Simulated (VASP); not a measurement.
Here is a VASP 6.6.1 calculation.

INCAR

```
ALGO = Normal ; EDIFF = 1E-6
ENCUT = 520 ; GGA = PE
ISIF = 2 ; ISMEAR = 0
LASPH = True ; LCHARG = False
LREAL = False ; LWAVE = False
NBANDS = 16 ; NELM = 100
PREC = Accurate ; SIGMA = 0.01
```

File KPOINTS:

```
k-points
0
Gamma
  6 6 6
```

POSCAR

```
AgCl
1.0
    0.0000000000      3.0593569817      3.0593569817
    3.0593569817      0.0000000000      3.0593569817
    3.0593569817      3.0593569817      0.0000000000
Ag Cl
1 1
Direct
    0.0000000000      0.0000000000      0.0000000000
    0.2500000000      0.2500000000      0.2500000000
```

Potentials or basis: VASP PAW PBE potentials, release 64 (Ag, Cl).

Run with:

```sh
$ cat potpaw_PBE.64/Ag/POTCAR potpaw_PBE.64/Cl/POTCAR > POTCAR
$ mpirun -np 1 vasp_std > vasp.out
```

Question: What does it give for the pressure?

Answer: -0.9 GPa.

Question: Predict the band gap on the k mesh.

Answer: 1.33 eV, direct.
